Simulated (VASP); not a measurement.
# ScW (Fm-3m) in VASP: further runs

The runs below take ScW through single point, with PBE.

Everything below comes from runs of VASP 6.6.1. Logs are shortened: lines on timing, memory, paths and dates and some standing lists are left out, and cuts for length are marked.

## Step 1: The cell of the first run

It takes space group Fm-3m (No. 225, cubic). Conventional cell: a = 5.483 Å, b = 5.483 Å, c = 5.483 Å, α = 90.00°, β = 90.00°, γ = 90.00°. Sc (site symmetry m-3m) has 6 W at 2.74 Å within 3.6 Å. Within 3.6 Å of W (site symmetry m-3m) lie 6 Sc at 2.74 Å.

The cell was generated, and may not be a known phase.

## Step 2: Single point, PBE

INCAR

```
SYSTEM = ScW
PREC = Accurate ; ENCUT = 500
EDIFF = 1E-6 ; ISMEAR = 0
SIGMA = 0.2 ; LREAL = .False.
LASPH = .True. ; NELM = 120
ALGO = Normal ; ISIF = 2
LWAVE = .False. ; LCHARG = .False.
GGA = PE ; NBANDS = 20
GGA_COMPAT = .False.
```

KPOINTS

```
Automatic mesh
0
Gamma
  6 6 6
  0 0 0
```

POSCAR

```
ScW
1.0
    0.0000000000      2.7415665650      2.7415665650
    2.7415665650      0.0000000000      2.7415665650
    2.7415665650      2.7415665650      0.0000000000
Sc W
1 1
Direct
    0.0000000000      0.0000000000      0.0000000000
    0.5000000000      0.5000000000      0.5000000000
```

Potentials or basis: VASP PAW PBE potentials, release 64 (Sc_sv, W_sv).

Started as:

```bash
$ cat potpaw_PBE.64/Sc_sv/POTCAR potpaw_PBE.64/W_sv/POTCAR > POTCAR
$ mpirun -np 1 vasp_std > vasp.out
```

OUTCAR:

```text
SYSTEM = ScW
   PREC = Accurate
   ENCUT = 500
   EDIFF = 1E-6
   ISMEAR = 0
   LREAL = .False.
   LASPH = .True.
   NELM = 120
   ISIF = 2
   GGA = PE

 ion  position               nearest neighbor table
   1  0.000  0.000  0.000-   2 2.74   2 2.74   2 2.74   2 2.74   2 2.74   2 2.74
   2  0.500  0.500  0.500-   1 2.74   1 2.74   1 2.74   1 2.74   1 2.74   1 2.74

  LATTYP: Found a face centered cubic cell.
 ALAT       =     5.4831331300

  Lattice vectors:

 A1 = (   0.0000000000,   2.7415665650,   2.7415665650)
 A2 = (   2.7415665650,   0.0000000000,   2.7415665650)
 A3 = (   2.7415665650,   2.7415665650,   0.0000000000)

Analysis of symmetry for initial positions (statically):
=====================================================================
 Subroutine PRICEL returns:
 Original cell was already a primitive cell.

 Routine SETGRP: Setting up the symmetry group for a
 face centered cubic supercell.

 Subroutine GETGRP returns: Found 48 space group operations
 (whereof 48 operations were pure point group operations)
 out of a pool of 48 trial point group operations.

The static configuration has the point symmetry O_h .

Analysis of symmetry for dynamics (positions and initial velocities):
=====================================================================
 Subroutine PRICEL returns:
 Original cell was already a primitive cell.

 Routine SETGRP: Setting up the symmetry group for a
 face centered cubic supercell.

 Subroutine GETGRP returns: Found 48 space group operations
 (whereof 48 operations were pure point group operations)
 out of a pool of 48 trial point group operations.

The dynamic configuration has the point symmetry O_h .

 Subroutine INISYM returns: Found 48 space group operations
 (whereof 48 operations are pure point group operations),
 and found     1 'primitive' translations

----------------------------------------------------------------------------------------

                                     Primitive cell

  volume of cell :      41.2123

  direct lattice vectors                    reciprocal lattice vectors
     0.000000000  2.741566565  2.741566565    -0.182377479  0.182377479  0.182377479
     2.741566565  0.000000000  2.741566565     0.182377479 -0.182377479  0.182377479
     2.741566565  2.741566565  0.000000000     0.182377479  0.182377479 -0.182377479

  length of vectors
     3.877160618  3.877160618  3.877160618     0.315887061  0.315887061  0.315887061

  position of ions in fractional coordinates (direct lattice)
     0.000000000  0.000000000  0.000000000
     0.500000000  0.500000000  0.500000000

  ion indices of the primitive-cell ions
   primitive index   ion index
                 1           1
                 2           2

----------------------------------------------------------------------------------------

 KPOINTS: Automatic mesh

Automatic generation of k-mesh.
 Grid dimensions read from file:
 generate k-points for:    6    6    6

 Generating k-lattice:

  Cartesian coordinates                     Fractional coordinates (reciprocal lattice)
    -0.030396247  0.030396247  0.030396247     0.166666667  0.000000000  0.000000000
     0.030396247 -0.030396247  0.030396247     0.000000000  0.166666667  0.000000000
     0.030396247  0.030396247 -0.030396247     0.000000000  0.000000000  0.166666667

  Length of vectors
     0.052647843  0.052647843  0.052647843

  Shift w.r.t. Gamma in fractional coordinates (k-lattice)
     0.000000000  0.000000000  0.000000000

 Subroutine IBZKPT returns following result:
 ===========================================

 Found     16 irreducible k-points:

 Following reciprocal coordinates:
            Coordinates               Weight
  0.000000  0.000000  0.000000      1.000000
  0.166667  0.000000  0.000000      8.000000
  0.333333  0.000000  0.000000      8.000000
  0.500000  0.000000  0.000000      4.000000
  0.166667  0.166667  0.000000      6.000000
  0.333333  0.166667  0.000000     24.000000
[... 8 lines left out ...]
 -0.333333  0.333333  0.166667     24.000000
 -0.333333  0.500000  0.166667     12.000000
   k-points           NKPTS =     16   k-points in BZ     NKDIM =     16   number of bands    NBANDS=     20
   number of dos      NEDOS =    301   number of ions     NIONS =      2
   total plane-waves  NPLWV =  21952
   dimension x,y,z NGX =    28 NGY =   28 NGZ =   28
   dimension x,y,z NGXF=    56 NGYF=   56 NGZF=   56
   ions per type =               1   1
   NGX,Y,Z   is equivalent  to a cutoff of  12.01, 12.01, 12.01 a.u.
   NGXF,Y,Z  is equivalent  to a cutoff of  24.01, 24.01, 24.01 a.u.
 SYSTEM =  ScW
   PREC   = accura    normal or accurate (medium, high low for compatibility)
   ISTART =      0    job   : 0-new  1-cont  2-samecut
   ICHARG =      2    charge: 1-file 2-atom 10-const
   ISPIN  =      1    spin polarized calculation?
   LNONCOLLINEAR =      F non collinear calculations
   LSORBIT =      F    spin-orbit coupling
   LASPH  =      T    aspherical Exc in radial PAW
   ENCUT  =  500.0 eV  36.75 Ry    6.06 a.u.   7.07  7.07  7.07*2*pi/ulx,y,z
   NELM   =    120;   NELMIN=  2; NELMDL= -5     # of ELM steps
   EDIFF  = 0.1E-05   stopping-criterion for ELM
   LREAL  =      F    real-space projection
   EDIFFG = 0.1E-04   stopping-criterion for IOM
   NSW    =      0    number of steps for IOM
   IBRION =     -1    ionic relax: 0-MD 1-quasi-New 2-CG
   NFREE  =      0    steps in history (QN), initial steepest desc. (CG)
   ISIF   =      2    stress and relaxation
   ISYM   =      2    0-nonsym 1-usesym 2-fastsym
   POTIM  = 0.5000    time-step for ionic-motion
   TEBEG  =    0.0;   TEEND  =   0.0 temperature during run
   PSTRESS=    0.0 pullay stress
   NELECT =      25.0000    total number of electrons
   NUPDOWN=      -1.0000    fix difference up-down
   EMIN   =  10.00;   EMAX   =-10.00  energy-range for DOS
   EFERMI =   0.00;   METHOD = LEGACY
   ISMEAR =     0;   SIGMA  =   0.20  broadening in eV -4-tet -1-fermi 0-gaus
   EFERMI_NEDOS =   21; number of points for ismear=-14 and -15
   IALGO  =     38    algorithm
   IMIX   =      4    mixing-type and parameters
     AMIX     =   0.40;   BMIX     =  1.00
     AMIX_MAG =   1.60;   BMIX_MAG =  1.00
  volume/ion in A,a.u.               =      20.61       139.06
  Fermi-wavevector in a.u.,A,eV,Ry     =   1.385839  2.618856 26.130657  1.920549
  Thomas-Fermi vector in A             =   2.510211
   LORBIT       =      0    0 simple, 1 ext, 2 COOP (PROOUT), +10 PAW based schemes
   GGA     = PE    functional components
   LHFCALC =     F    Hartree Fock is set to
   AEXX    =    0.0000 exact exchange contribution
   IVDW    =     0    specifies the selected vdW correction
   LEPSILON=     F    determine dielectric tensor
   LRPA    =     F    only Hartree local field effects (RPA)
 non-spin polarized calculation
 Gauss-broadening in eV      SIGMA  =   0.20
  energy-cutoff  :      500.00
  volume of cell :       41.21
 maximum number of plane-waves:      1063
   NGX = 15   NGY = 15   NGZ = 15

 number of electron      25.0000005 magnetization

 Free energy of the ion-electron system (eV)
  ---------------------------------------------------
  ext. energy  EPLUGINS =         0.00000000
  ---------------------------------------------------
  free energy    TOTEN  =       -16.10589554 eV

  energy without entropy =      -16.03763374  energy(sigma->0) =      -16.07176464

 E-fermi :   5.7606     XC(G=0): -11.2999

 val. band max:        5.7517797710   @ k =   0.3333   0.1667   0.0000
 cond. band min:       5.8246266818   @ k =   0.5000   0.3333   0.0000
 fundamental gap:      0.0728469108
 Fermi energy:         5.7606466868

 k-point     1 :       0.0000    0.0000    0.0000
  band No.  band energies     occupation
      1     -67.5899      2.00000
      2     -42.3457      2.00000
      3     -31.8183      2.00000
      4     -31.8183      2.00000
      5     -31.8183      2.00000
      6     -21.0193      2.00000
[... 12 lines left out ...]
     19      12.8861      0.00000
     20      13.9952      0.00000

 k-point     2 :       0.1667    0.0000    0.0000
  band No.  band energies     occupation
      1     -67.5896      2.00000
      2     -42.3456      2.00000
      3     -31.8238      2.00000
      4     -31.8190      2.00000
      5     -31.8190      2.00000
      6     -21.0472      2.00000
[... 12 lines left out ...]
     19      11.6172      0.00000
     20      14.4742      0.00000

 k-point     3 :       0.3333    0.0000    0.0000
  band No.  band energies     occupation
      1     -67.5889      2.00000
      2     -42.3453      2.00000
      3     -31.8347      2.00000
      4     -31.8204      2.00000
      5     -31.8204      2.00000
      6     -21.1023      2.00000
[... 12 lines left out ...]
     19       9.9511      0.00000
     20      11.3315      0.00000

 k-point     4 :       0.5000    0.0000    0.0000
  band No.  band energies     occupation
      1     -67.5886      2.00000
      2     -42.3451      2.00000
      3     -31.8401      2.00000
      4     -31.8211      2.00000
      5     -31.8211      2.00000
      6     -21.1294      2.00000
[... 12 lines left out ...]
     19       9.2671      0.00000
     20      10.1329      0.00000

 k-point     5 :       0.1667    0.1667    0.0000
  band No.  band energies     occupation
      1     -67.5895      2.00000
      2     -42.3451      2.00000
      3     -31.8235      2.00000
      4     -31.8235      2.00000
      5     -31.8206      2.00000
      6     -21.0644      2.00000
[... 12 lines left out ...]
     19      12.8466      0.00000
     20      15.2157      0.00000
[... 169 lines left out ...]
      6     -21.0693      2.00000
[... 12 lines left out ...]
     19      10.9592      0.00000
     20      11.3819      0.00000

 k-point    14 :       0.5000    0.3333    0.1667
  band No.  band energies     occupation
      1     -67.5886      2.00000
      2     -42.3422      2.00000
      3     -31.8427      2.00000
      4     -31.8405      2.00000
      5     -31.8254      2.00000
      6     -21.0953      2.00000
[... 12 lines left out ...]
     19      10.6349      0.00000
     20      12.4583      0.00000

 k-point    15 :      -0.3333    0.3333    0.1667
  band No.  band energies     occupation
      1     -67.5883      2.00000
      2     -42.3412      2.00000
      3     -31.8494      2.00000
      4     -31.8454      2.00000
      5     -31.8253      2.00000
      6     -21.0920      2.00000
[... 12 lines left out ...]
     19      10.2780      0.00000
     20      10.6120      0.00000

 k-point    16 :      -0.3333    0.5000    0.1667
  band No.  band energies     occupation
      1     -67.5883      2.00000
      2     -42.3395      2.00000
      3     -31.8606      2.00000
      4     -31.8463      2.00000
      5     -31.8291      2.00000
      6     -21.0704      2.00000
[... 12 lines left out ...]
     19      10.1822      0.00000
     20      10.8604      0.00000

------------------------ aborting loop because EDIFF is reached ----------------------------------------

  FORCE on cell =-STRESS in cart. coord.  units (eV):
  Direction    XX          YY          ZZ          XY          YZ          ZX
  --------------------------------------------------------------------------------------
  -------------------------------------------------------------------------------------
  Total        0.2156475      0.2156475      0.2156475      0.0000000      0.0000000      0.0000000
  in kB        8.3835631      8.3835631      8.3835631      0.0000000      0.0000000      0.0000000
  external PRESSURE =       8.3835631 kB  Pullay stress =       0.0000000 kB

 VOLUME and BASIS-vectors are now :
 -----------------------------------------------------------------------------
  energy-cutoff  :      500.00
  volume of cell :       41.21
      direct lattice vectors                 reciprocal lattice vectors
     0.000000000  2.741566565  2.741566565    -0.182377479  0.182377479  0.182377479
     2.741566565  0.000000000  2.741566565     0.182377479 -0.182377479  0.182377479
     2.741566565  2.741566565  0.000000000     0.182377479  0.182377479 -0.182377479

 POSITION                                       TOTAL-FORCE (eV/Angst)
 -----------------------------------------------------------------------------------
      0.00000      0.00000      0.00000         0.000000     -0.000000     -0.000000
      2.74157      2.74157      2.74157        -0.000000      0.000000      0.000000
 -----------------------------------------------------------------------------------
    total drift:                                0.000000      0.000000      0.000000

  FREE ENERGIE OF THE ION-ELECTRON SYSTEM (eV)
  ---------------------------------------------------
  free  energy   TOTEN  =       -16.1058955441 eV

  energy  without entropy=      -16.0376337393  energy(sigma->0) =      -16.07176464
```

It took 14 s on 1 thread of Intel Xeon 8259CL, shared host; peak memory 0.16 GiB.

Results:

```yaml
Free_energy: -16.1059 eV
Pressure: 0.8 GPa
Band_gap_on_the_k_mesh: zero (an odd number of electrons rules out a gap without spin polarisation)
```

Levels at points of the mesh, in eV from the Fermi level:
```csv
k point,band 9,band 10,band 11,band 12,band 13,band 14,band 15,band 16
"(0.00, 0.00, 0.00)",-6.11,-1.65,-1.65,-1.54,-1.54,-1.54,5.39,5.39
"(0.50, 0.00, 0.00)",-3.04,-1.57,-0.23,-0.23,1.37,1.37,1.78,1.78
"(0.50, 0.50, 0.00)",-3.05,-2.60,-0.82,-0.50,0.15,1.70,1.70,3.97
```

Caveat: spin-orbit coupling is left out, which moves the levels of the heavy elements.

## Step 3: Single point, PBE

This run uses another cell than the first one, of 20.75 Å³/atom.

INCAR

```
SYSTEM = ScW
ALGO = Normal
EDIFF = 1E-6
ENCUT = 500
GGA = PE
GGA_COMPAT = .False.
ISIF = 2
ISMEAR = 0
LASPH = .True.
LCHARG = .False.
LREAL = .False.
LWAVE = .False.
NBANDS = 20
NELM = 120
PREC = Accurate
SIGMA = 0.2
```

KPOINTS

```
k-points
0
Gamma
  6 6 6
  0 0 0
```

POSCAR

```
ScW
1.0
    0.0000000000      2.7479592024      2.7479592024
    2.7479592024      0.0000000000      2.7479592024
    2.7479592024      2.7479592024      0.0000000000
Sc W
1 1
Direct
    0.5000000000      0.5000000000      0.5000000000
    0.0000000000      0.0000000000      0.0000000000
```

Potentials or basis: VASP PAW PBE potentials, release 64 (Sc_sv, W_sv).

Started as:

```bash
$ cat potpaw_PBE.64/Sc_sv/POTCAR potpaw_PBE.64/W_sv/POTCAR > POTCAR
$ mpirun -np 1 vasp_std > vasp.out
```

Wall time 14 s (1 thread of Intel Xeon 8259CL, shared host); peak memory 0.16 GiB.

Results (log left out):

```
Free energy            : -16.1070 eV
Pressure               : 0.2 GPa
Band gap on the k mesh : zero (an odd number of electrons rules out a gap without spin polarisation)
```

Levels at points of the mesh, in eV from the Fermi level:
| k point | band 10 | band 11 | band 12 | band 13 | band 14 | band 15 |
| --- | --- | --- | --- | --- | --- | --- |
| (0.00, 0.00, 0.00) | -1.63 | -1.63 | -1.53 | -1.53 | -1.53 | 5.35 |
| (0.50, 0.00, 0.00) | -1.57 | -0.23 | -0.23 | 1.35 | 1.35 | 1.77 |
| (0.50, 0.50, 0.00) | -2.60 | -0.82 | -0.51 | 0.14 | 1.69 | 1.69 |

Caveat: spin-orbit coupling is left out, which moves the levels of the heavy elements.

The gap in the log of VASP goes by the Fermi energy; the results here count the filled bands.